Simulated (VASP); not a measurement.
Input of a VASP 6.6.1 run:

The input INCAR:

```
ALGO = Normal
EDIFF = 1E-7
ENCUT = 520
GGA = PS
ISIF = 2
ISMEAR = 0
LASPH = True
LCHARG = False
LREAL = False
LWAVE = False
NBANDS = 24
NELM = 100
PREC = Accurate
SIGMA = 0.1
```

KPOINTS

```
k-points
0
Gamma
  6 6 4
```

POSCAR

```
TePd2S
1.0
    3.9014818945      0.0000000000      0.0000000000
   -1.9507409472      3.3787824330      0.0000000000
    0.0000000000      0.0000000000      5.6198155875
Te Pd S
1 2 1
Direct
    0.0000000000      0.0000000000      0.0000000000
    0.6666666667      0.3333333333      0.7402869515
    0.6666666667      0.3333333333      0.2597130485
    0.3333333333      0.6666666667      0.5000000000
```

Potentials or basis: VASP PAW PBE potentials, release 64 (Te, Pd, S).

The run is started by

```sh
$ cat potpaw_PBE.64/Te/POTCAR potpaw_PBE.64/Pd/POTCAR potpaw_PBE.64/S/POTCAR > POTCAR
$ mpirun -np 1 vasp_std > vasp.out
```

Question: Predict the band gap on the k mesh.

Answer: Zero (band 16 reaches 9.17 eV, above the bottom of band 17 at 8.26 eV).

Question: Predict the pressure.

Answer: 0.0 GPa.

Forces on the atoms (eV/Å):
```
Te   0.000  0.000  0.000
Pd   0.000  0.000  0.003
Pd   0.000  0.000 -0.003
S    0.000  0.000  0.000
```

Caveat: the PAW data sets were made with another functional, which shifts forces and pressure a little; spin-orbit coupling is left out, which moves the levels of the heavy elements.
